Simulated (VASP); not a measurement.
**BeS: single point with LDA**

BeS:

```
Be S
1.0
     2.94139    0.00000    0.00000
     0.00000    2.94139    0.00000
     0.00000    0.00000    2.94139
Be S
1 1
Direct
  0.00000 0.00000 0.00000
  0.50000 0.50000 0.50000
```

```
Program                : VASP 6.6.1
Task                   : single point
Functional             : LDA
Potentials or basis    : VASP PAW LDA potentials, release 64 (Be, S)
Cutoff                 : 600 eV
k mesh                 : 8 × 8 × 8
Occupations            : fermi-dirac, width 0.02 eV
Spin                   : no spin polarisation
Dipole correction      : no
Further INCAR settings : ALGO = Normal; EDIFF = 1e-06; NBANDS = 11
```

The pressure is -5.5 GPa and the band gap on the k mesh is zero (band 4 reaches 7.82 eV, above the bottom of band 5 at 6.09 eV).

Levels at points of the mesh, in eV from the Fermi level:
```csv
k point,band 1,band 2,band 3,band 4,band 5,band 6,band 7,band 8,band 9
"(0.00, 0.00, 0.00)",-15.82,-1.55,-1.55,-1.55,1.74,5.19,5.19,9.88,9.88
"(0.50, 0.00, 0.00)",-14.01,-8.44,0.18,0.18,3.53,5.25,5.25,6.88,7.77
"(0.50, 0.50, 0.00)",-12.14,-6.68,-6.68,-1.59,1.16,7.67,7.67,7.87,9.78
"(0.50, 0.50, 0.50)",-10.58,-4.29,-4.29,-4.29,-0.44,-0.44,-0.44,3.99,20.65
```

Wall time 8.8 s on 1 thread of Intel Xeon 8259CL (shared host), peak memory 0.13 GiB.
